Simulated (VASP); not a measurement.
# Au (Fm-3m) in VASP: a series of runs, part 2 of 2

VASP 6.6.1. The steps go on from the part before.

**3. Single point, r2SCAN**

POSCAR reads:

```
Au
1.0
    0.0000000000      2.0615246536      2.0615246536
    2.0615246536      0.0000000000      2.0615246536
    2.0615246536      2.0615246536      0.0000000000
Au
1
Direct
    0.0000000000      0.0000000000      0.0000000000
```

INCAR.step1 reads:

```
ALGO = Normal
EDIFF = 1E-4
ENCUT = 520
GGA = PE
ISMEAR = 1
LASPH = T
LCHARG = F
LREAL = F
LWAVE = T
NBANDS = 12
NELM = 60
PREC = Accurate
SIGMA = 1.0
```

INCAR.step2 reads:

```
ALGO = Normal
EDIFF = 1E-6
ENCUT = 520
ISIF = 2
ISMEAR = 1
ISTART = 1
LASPH = T
LCHARG = F
LMIXTAU = T
LREAL = F
LWAVE = F
METAGGA = R2SCAN
NBANDS = 12
NELM = 60
PREC = Accurate
SIGMA = 1.0
```

KPOINTS reads:

```
k-points
0
Gamma
  13 13 13
```

Potentials or basis: VASP PAW PBE potentials, release 64 (Au).

The run is started by

```bash
$ cat potpaw_PBE.64/Au/POTCAR > POTCAR
$ cp INCAR.step1 INCAR
$ mpirun -np 1 vasp_std > vasp.out
$ cp INCAR.step2 INCAR
$ mpirun -np 1 vasp_std > vasp.out
```

OUTCAR:

```text
EDIFF = 1E-6
   ENCUT = 520
   ISIF = 2
   ISMEAR = 1
   ISTART = 1
   LASPH = T
   LREAL = F
   METAGGA = R2SCAN
   NELM = 60
   PREC = Accurate

 ion  position               nearest neighbor table
   1  0.000  0.000  0.000-

  LATTYP: Found a face centered cubic cell.
 ALAT       =     4.1230493072

  Lattice vectors:

 A1 = (   0.0000000000,   2.0615246536,   2.0615246536)
 A2 = (   2.0615246536,   0.0000000000,   2.0615246536)
 A3 = (   2.0615246536,   2.0615246536,   0.0000000000)

Analysis of symmetry for initial positions (statically):
=====================================================================
 Subroutine PRICEL returns:
 Original cell was already a primitive cell.

 Routine SETGRP: Setting up the symmetry group for a
 face centered cubic supercell.

 Subroutine GETGRP returns: Found 48 space group operations
 (whereof 48 operations were pure point group operations)
 out of a pool of 48 trial point group operations.

The static configuration has the point symmetry O_h .

Analysis of symmetry for dynamics (positions and initial velocities):
=====================================================================
 Subroutine PRICEL returns:
 Original cell was already a primitive cell.

 Routine SETGRP: Setting up the symmetry group for a
 face centered cubic supercell.

 Subroutine GETGRP returns: Found 48 space group operations
 (whereof 48 operations were pure point group operations)
 out of a pool of 48 trial point group operations.

The dynamic configuration has the point symmetry O_h .

 Subroutine INISYM returns: Found 48 space group operations
 (whereof 48 operations are pure point group operations),
 and found     1 'primitive' translations

----------------------------------------------------------------------------------------

                                     Primitive cell

  volume of cell :      17.5225

  direct lattice vectors                    reciprocal lattice vectors
     0.000000000  2.061524654  2.061524654    -0.242538938  0.242538938  0.242538938
     2.061524654  0.000000000  2.061524654     0.242538938 -0.242538938  0.242538938
     2.061524654  2.061524654  0.000000000     0.242538938  0.242538938 -0.242538938

  length of vectors
     2.915436124  2.915436124  2.915436124     0.420089763  0.420089763  0.420089763

  position of ions in fractional coordinates (direct lattice)
     0.000000000  0.000000000  0.000000000

  ion indices of the primitive-cell ions
   primitive index   ion index
                 1           1

----------------------------------------------------------------------------------------

 KPOINTS: k-points

Automatic generation of k-mesh.
 Grid dimensions read from file:
 generate k-points for:   13   13   13

 Generating k-lattice:

  Cartesian coordinates                     Fractional coordinates (reciprocal lattice)
    -0.018656841  0.018656841  0.018656841     0.076923077  0.000000000  0.000000000
     0.018656841 -0.018656841  0.018656841     0.000000000  0.076923077  0.000000000
     0.018656841  0.018656841 -0.018656841     0.000000000  0.000000000  0.076923077

  Length of vectors
     0.032314597  0.032314597  0.032314597

  Shift w.r.t. Gamma in fractional coordinates (k-lattice)
     0.000000000  0.000000000  0.000000000

 Subroutine IBZKPT returns following result:
 ===========================================

 Found     84 irreducible k-points:

 Following reciprocal coordinates:
            Coordinates               Weight
  0.000000  0.000000  0.000000      1.000000
  0.076923  0.000000  0.000000      8.000000
  0.153846  0.000000  0.000000      8.000000
  0.230769  0.000000  0.000000      8.000000
  0.307692  0.000000  0.000000      8.000000
  0.384615  0.000000  0.000000      8.000000
[... 16 lines left out ...]
  0.384615  0.153846  0.000000     24.000000
  0.461538  0.153846  0.000000     24.000000
 [... further k-points ...]
   k-points           NKPTS =     84   k-points in BZ     NKDIM =     84   number of bands    NBANDS=     12
   number of dos      NEDOS =    301   number of ions     NIONS =      1
   total plane-waves  NPLWV =  13824
   dimension x,y,z NGX =    24 NGY =   24 NGZ =   24
   dimension x,y,z NGXF=    48 NGYF=   48 NGZF=   48
   ions per type =               1
   NGX,Y,Z   is equivalent  to a cutoff of  13.69, 13.69, 13.69 a.u.
   NGXF,Y,Z  is equivalent  to a cutoff of  27.37, 27.37, 27.37 a.u.
 SYSTEM =  unknown system
   PREC   = accura    normal or accurate (medium, high low for compatibility)
   ISTART =      1    job   : 0-new  1-cont  2-samecut
   ICHARG =      0    charge: 1-file 2-atom 10-const
   ISPIN  =      1    spin polarized calculation?
   LNONCOLLINEAR =      F non collinear calculations
   LSORBIT =      F    spin-orbit coupling
   LASPH  =      T    aspherical Exc in radial PAW
   ENCUT  =  520.0 eV  38.22 Ry    6.18 a.u.   5.42  5.42  5.42*2*pi/ulx,y,z
   NELM   =     60;   NELMIN=  2; NELMDL=  0     # of ELM steps
   EDIFF  = 0.1E-05   stopping-criterion for ELM
   LREAL  =      F    real-space projection
   EDIFFG = 0.1E-04   stopping-criterion for IOM
   NSW    =      0    number of steps for IOM
   IBRION =     -1    ionic relax: 0-MD 1-quasi-New 2-CG
   NFREE  =      0    steps in history (QN), initial steepest desc. (CG)
   ISIF   =      2    stress and relaxation
   ISYM   =      2    0-nonsym 1-usesym 2-fastsym
   POTIM  = 0.5000    time-step for ionic-motion
   TEBEG  =    0.0;   TEEND  =   0.0 temperature during run
   PSTRESS=    0.0 pullay stress
   NELECT =      11.0000    total number of electrons
   NUPDOWN=      -1.0000    fix difference up-down
   EMIN   =  10.00;   EMAX   =-10.00  energy-range for DOS
   EFERMI =   0.00;   METHOD = LEGACY
   ISMEAR =     1;   SIGMA  =   1.00  broadening in eV -4-tet -1-fermi 0-gaus
   EFERMI_NEDOS =   21; number of points for ismear=-14 and -15
   IALGO  =     38    algorithm
   IMIX   =      4    mixing-type and parameters
     AMIX     =   0.40;   BMIX     =  1.00
     AMIX_MAG =   1.60;   BMIX_MAG =  1.00
  volume/ion in A,a.u.               =      17.52       118.25
  Fermi-wavevector in a.u.,A,eV,Ry     =   1.401761  2.648944 26.734535  1.964933
  Thomas-Fermi vector in A             =   2.524590
   LORBIT       =      0    0 simple, 1 ext, 2 COOP (PROOUT), +10 PAW based schemes
   METAGGA = R2SCAN    functional components
   LHFCALC =     F    Hartree Fock is set to
   AEXX    =    0.0000 exact exchange contribution
   IVDW    =     0    specifies the selected vdW correction
   LEPSILON=     F    determine dielectric tensor
   LRPA    =     F    only Hartree local field effects (RPA)
 non-spin polarized calculation
 Methfessel and Paxton  Order N= 1 SIGMA  =   1.00
  energy-cutoff  :      520.00
  volume of cell :       17.52
 maximum number of plane-waves:       495
 NGX is ok and might be reduce to    24
   NGX = 11   NGY = 11   NGZ = 11

 number of electron      11.0000001 magnetization

 Free energy of the ion-electron system (eV)
  ---------------------------------------------------
  ext. energy  EPLUGINS =         0.00000000
  ---------------------------------------------------
  free energy    TOTEN  =       -50.59420209 eV

  energy without entropy =      -50.60892412  energy(sigma->0) =      -50.59910943

 E-fermi :   8.8893     XC(G=0): -13.4302

 val. band max:        8.8360981861   @ k =   0.4615   0.2308   0.0000
 cond. band min:       8.9504903799   @ k =   0.4615   0.3077   0.0000
 fundamental gap:      0.1143921938
 Fermi energy:         8.8892570828

 k-point     1 :       0.0000    0.0000    0.0000
  band No.  band energies     occupation
      1      -0.9184      2.00000
      2       4.0772      2.00000
      3       4.0772      2.00000
      4       4.0772      2.00000
      5       5.5363      2.00002
      6       5.5363      2.00002
      7      24.2232     -0.00000
      8      28.1464     -0.00000
      9      28.1464     -0.00000
     10      28.1464     -0.00000
     11      33.3278      0.00000
     12      37.4900      0.00000
[... 331 lines left out ...]
 k-point    24 :       0.4615    0.1538    0.0000
  band No.  band energies     occupation
      1       2.0645      2.00000
      2       3.7847      2.00000
      3       4.5739      2.00000
      4       4.6451      2.00000
      5       6.7618      2.01037
      6       8.5620      1.52243
      7      14.2555     -0.00000
      8      23.6740     -0.00000
      9      24.6720     -0.00000
     10      25.6303     -0.00000
     11      34.6444      0.00000
     12      35.4066      0.00000

 [... further k-points ...]

------------------------ aborting loop because EDIFF is reached ----------------------------------------

  FORCE on cell =-STRESS in cart. coord.  units (eV):
  Direction    XX          YY          ZZ          XY          YZ          ZX
  --------------------------------------------------------------------------------------
  -------------------------------------------------------------------------------------
  Total        0.0396016      0.0396016      0.0396016     -0.0000000      0.0000000     -0.0000000
  in kB        3.6209939      3.6209939      3.6209939     -0.0000000      0.0000000     -0.0000000
  external PRESSURE =       3.6209939 kB  Pullay stress =       0.0000000 kB

 VOLUME and BASIS-vectors are now :
 -----------------------------------------------------------------------------
  energy-cutoff  :      520.00
  volume of cell :       17.52
      direct lattice vectors                 reciprocal lattice vectors
     0.000000000  2.061524654  2.061524654    -0.242538938  0.242538938  0.242538938
     2.061524654  0.000000000  2.061524654     0.242538938 -0.242538938  0.242538938
     2.061524654  2.061524654  0.000000000     0.242538938  0.242538938 -0.242538938

 POSITION                                       TOTAL-FORCE (eV/Angst)
 -----------------------------------------------------------------------------------
      0.00000      0.00000      0.00000         0.000000     -0.000000      0.000000
 -----------------------------------------------------------------------------------
    total drift:                               -0.000000      0.000000      0.000000

  FREE ENERGIE OF THE ION-ELECTRON SYSTEM (eV)
  ---------------------------------------------------
  free  energy   TOTEN  =       -50.5942020854 eV

  energy  without entropy=      -50.6089241166  energy(sigma->0) =      -50.59910943
```

OSZICAR.step1:

```text
N       E                     dE             d eps       ncg     rms          rms(c)
DAV:   1     0.493260722219E+02    0.49326E+02   -0.55541E+03  2072   0.815E+02
DAV:   2    -0.276587259934E+01   -0.52092E+02   -0.49216E+02  2324   0.184E+02
DAV:   3    -0.346823263272E+01   -0.70236E+00   -0.70146E+00  2448   0.207E+01
DAV:   4    -0.347062177391E+01   -0.23891E-02   -0.23890E-02  2416   0.140E+00
DAV:   5    -0.347063997513E+01   -0.18201E-04   -0.18200E-04  2436   0.116E-01    0.853E+00
DAV:   6    -0.323236756351E+01    0.23827E+00   -0.65646E-01  2224   0.649E+00    0.551E+00
DAV:   7    -0.321500319857E+01    0.17364E-01   -0.62046E-02  2392   0.202E+00    0.267E+00
DAV:   8    -0.321303914855E+01    0.19641E-02   -0.14021E-03  2240   0.316E-01    0.249E-01
DAV:   9    -0.321302579908E+01    0.13349E-04   -0.67807E-06  1468   0.240E-02
   1 F= -.32130258E+01 E0= -.32221152E+01  d E =0.272681E-01
```

Run time: 1.9 min. Hardware: 1 thread of AMD EPYC 7R13, shared host; peak memory 0.12 GiB.

Results:

```
Free energy : -50.5942 eV
Pressure    : 0.4 GPa
```

Caveat: the PAW data sets were made with another functional, which shifts forces and pressure a little; spin-orbit coupling is left out, which moves the levels of the heavy elements.

**4. Single point, r2SCAN**

POSCAR is that of step 3.

INCAR.step1 reads:

```
SYSTEM = Au
ALGO = Normal
EDIFF = 1E-4
ENCUT = 520
GGA = PE
ISMEAR = 1
LASPH = .TRUE.
LCHARG = .FALSE.
LREAL = .FALSE.
LWAVE = .TRUE.
NBANDS = 12
NELM = 80
PREC = Accurate
SIGMA = 0.1
```

INCAR.step2 reads:

```
SYSTEM = Au
ALGO = Normal
EDIFF = 1E-6
ENCUT = 520
ISIF = 2
ISMEAR = 1
ISTART = 1
LASPH = .TRUE.
LCHARG = .TRUE.
LELF = .TRUE.
LMIXTAU = .TRUE.
LREAL = .FALSE.
LVHAR = .TRUE.
LWAVE = .FALSE.
METAGGA = R2SCAN
NBANDS = 12
NELM = 80
PREC = Accurate
SIGMA = 0.1
```

KPOINTS reads:

```
k-points
0
G
  13 13 13
  0 0 0
```

Potentials or basis: VASP PAW PBE potentials, release 64 (Au).

The run is started by

```bash
$ cat potpaw_PBE.64/Au/POTCAR > POTCAR
$ cp INCAR.step1 INCAR
$ mpirun -np 1 vasp_std > vasp.out
$ cp INCAR.step2 INCAR
$ mpirun -np 1 vasp_std > vasp.out
```

OUTCAR:

```text
SYSTEM = Au
   EDIFF = 1E-6
   ENCUT = 520
   ISIF = 2
   ISMEAR = 1
   ISTART = 1
   LASPH = .TRUE.
   LREAL = .FALSE.
   METAGGA = R2SCAN
   NELM = 80
   PREC = Accurate

 ion  position               nearest neighbor table
   1  0.000  0.000  0.000-

  LATTYP: Found a face centered cubic cell.
 ALAT       =     4.1230493072

  Lattice vectors:

 A1 = (   0.0000000000,   2.0615246536,   2.0615246536)
 A2 = (   2.0615246536,   0.0000000000,   2.0615246536)
 A3 = (   2.0615246536,   2.0615246536,   0.0000000000)

Analysis of symmetry for initial positions (statically):
=====================================================================
 Subroutine PRICEL returns:
 Original cell was already a primitive cell.

 Routine SETGRP: Setting up the symmetry group for a
 face centered cubic supercell.

 Subroutine GETGRP returns: Found 48 space group operations
 (whereof 48 operations were pure point group operations)
 out of a pool of 48 trial point group operations.

The static configuration has the point symmetry O_h .

Analysis of symmetry for dynamics (positions and initial velocities):
=====================================================================
 Subroutine PRICEL returns:
 Original cell was already a primitive cell.

 Routine SETGRP: Setting up the symmetry group for a
 face centered cubic supercell.

 Subroutine GETGRP returns: Found 48 space group operations
 (whereof 48 operations were pure point group operations)
 out of a pool of 48 trial point group operations.

The dynamic configuration has the point symmetry O_h .

 Subroutine INISYM returns: Found 48 space group operations
 (whereof 48 operations are pure point group operations),
 and found     1 'primitive' translations

----------------------------------------------------------------------------------------

                                     Primitive cell

  volume of cell :      17.5225
[... 113 lines left out ...]
   LHFCALC =     F    Hartree Fock is set to
   AEXX    =    0.0000 exact exchange contribution
   IVDW    =     0    specifies the selected vdW correction
   LEPSILON=     F    determine dielectric tensor
   LRPA    =     F    only Hartree local field effects (RPA)
 non-spin polarized calculation
 Methfessel and Paxton  Order N= 1 SIGMA  =   0.10
  energy-cutoff  :      520.00
  volume of cell :       17.52
 maximum number of plane-waves:       495
 NGX is ok and might be reduce to    24
   NGX = 11   NGY = 11   NGZ = 11

 number of electron      11.0000001 magnetization

 Free energy of the ion-electron system (eV)
  ---------------------------------------------------
  ext. energy  EPLUGINS =         0.00000000
  ---------------------------------------------------
  free energy    TOTEN  =       -50.59572645 eV

  energy without entropy =      -50.59564293  energy(sigma->0) =      -50.59569861

 E-fermi :   9.0084     XC(G=0): -13.4366

 val. band max:        8.9630004274   @ k =  -0.4615   0.0769   0.0000
 cond. band min:       9.0422784075   @ k =   0.4615   0.3846   0.0000
 fundamental gap:      0.0792779802
 Fermi energy:         9.0084148074

 k-point     1 :       0.0000    0.0000    0.0000
  band No.  band energies     occupation
      1      -0.9234      2.00000
      2       4.0666      2.00000
      3       4.0666      2.00000
      4       4.0666      2.00000
      5       5.5245      2.00000
      6       5.5245      2.00000
      7      24.2187      0.00000
      8      28.1469      0.00000
      9      28.1469      0.00000
     10      28.1469      0.00000
     11      33.3320      0.00000
     12      37.4849      0.00000
[... 331 lines left out ...]
 k-point    24 :       0.4615    0.1538    0.0000
  band No.  band energies     occupation
      1       2.0559      2.00000
      2       3.7747      2.00000
      3       4.5631      2.00000
      4       4.6357      2.00000
      5       6.7493      2.00000
      6       8.5534      2.00000
      7      14.2502      0.00000
      8      23.6709      0.00000
      9      24.6697      0.00000
     10      25.6270      0.00000
     11      34.6428      0.00000
     12      35.4038      0.00000

 [... further k-points ...]

------------------------ aborting loop because EDIFF is reached ----------------------------------------

  FORCE on cell =-STRESS in cart. coord.  units (eV):
  Direction    XX          YY          ZZ          XY          YZ          ZX
  --------------------------------------------------------------------------------------
  -------------------------------------------------------------------------------------
  Total        0.0083681      0.0083681      0.0083681     -0.0000000     -0.0000000     -0.0000000
  in kB        0.7651441      0.7651441      0.7651441     -0.0000000     -0.0000000     -0.0000000
  external PRESSURE =       0.7651441 kB  Pullay stress =       0.0000000 kB

 VOLUME and BASIS-vectors are now :
 -----------------------------------------------------------------------------
  energy-cutoff  :      520.00
  volume of cell :       17.52
      direct lattice vectors                 reciprocal lattice vectors
     0.000000000  2.061524654  2.061524654    -0.242538938  0.242538938  0.242538938
     2.061524654  0.000000000  2.061524654     0.242538938 -0.242538938  0.242538938
     2.061524654  2.061524654  0.000000000     0.242538938  0.242538938 -0.242538938

 POSITION                                       TOTAL-FORCE (eV/Angst)
 -----------------------------------------------------------------------------------
      0.00000      0.00000      0.00000         0.000000     -0.000000      0.000000
 -----------------------------------------------------------------------------------
    total drift:                               -0.000000      0.000000      0.000000

  FREE ENERGIE OF THE ION-ELECTRON SYSTEM (eV)
  ---------------------------------------------------
  free  energy   TOTEN  =       -50.5957264475 eV

  energy  without entropy=      -50.5956429340  energy(sigma->0) =      -50.59569861
```

OUTCAR.step1:

```text
SYSTEM = Au
   EDIFF = 1E-4
   ENCUT = 520
   GGA = PE
   ISMEAR = 1
   LASPH = .TRUE.
[... 578 lines left out ...]
 -----------------------------------------------------------------------------------
      0.00000      0.00000      0.00000        -0.000000     -0.000000     -0.000000
 -----------------------------------------------------------------------------------
    total drift:                               -0.000000     -0.000000     -0.000000

  FREE ENERGIE OF THE ION-ELECTRON SYSTEM (eV)
  ---------------------------------------------------
  free  energy   TOTEN  =        -3.2174209138 eV

  energy  without entropy=       -3.2172885215  energy(sigma->0) =       -3.21737678
```

OSZICAR.step1:

```text
N       E                     dE             d eps       ncg     rms          rms(c)
DAV:   1     0.493510186582E+02    0.49351E+02   -0.55541E+03  2072   0.815E+02
DAV:   2    -0.278058797427E+01   -0.52132E+02   -0.49235E+02  2324   0.184E+02
DAV:   3    -0.348299642180E+01   -0.70241E+00   -0.70194E+00  2448   0.207E+01
DAV:   4    -0.348538687600E+01   -0.23905E-02   -0.23904E-02  2416   0.140E+00
DAV:   5    -0.348540509358E+01   -0.18218E-04   -0.18218E-04  2436   0.117E-01    0.858E+00
DAV:   6    -0.323685894074E+01    0.24855E+00   -0.67563E-01  2220   0.664E+00    0.552E+00
DAV:   7    -0.321944438526E+01    0.17415E-01   -0.60742E-02  2396   0.201E+00    0.270E+00
DAV:   8    -0.321743572543E+01    0.20087E-02   -0.14382E-03  2236   0.320E-01    0.255E-01
DAV:   9    -0.321742091381E+01    0.14812E-04   -0.75523E-06  1488   0.253E-02
   1 F= -.32174209E+01 E0= -.32173768E+01  d E =-.132392E-03
```

Run time: 2 min. Hardware: 1 thread of AMD EPYC 7R13, shared host; peak memory 0.12 GiB.

What came out:

| Item | Value |
| --- | --- |
| Free energy | -50.5957 eV |
| Pressure | 0.1 GPa |

Caveat: the PAW data sets were made with another functional, which shifts forces and pressure a little; spin-orbit coupling is left out, which moves the levels of the heavy elements.

**5. Summary**

| smearing | gap on the mesh (eV) | pressure (GPa) |
| --- | --- | --- |
| methfessel-paxton 0.6 eV | none | 0.3 |
| methfessel-paxton 1 eV | none | 0.4 |
| methfessel-paxton 0.1 eV | none | 0.1 |

Alike in all rows: task single point; level r2SCAN; potentials or basis VASP PAW PBE potentials, release 64 (Au); no spin polarisation; cell as given; k mesh 13 × 13 × 13; cutoff (eV) 520.

Every run on the cell as given and a fine mesh finds a metal.

Caveats: the PAW data sets were made with another functional, which shifts forces and pressure a little; spin-orbit coupling is left out, which moves the levels of the heavy elements.

Absolute energies hang on the potentials; compare differences alone.
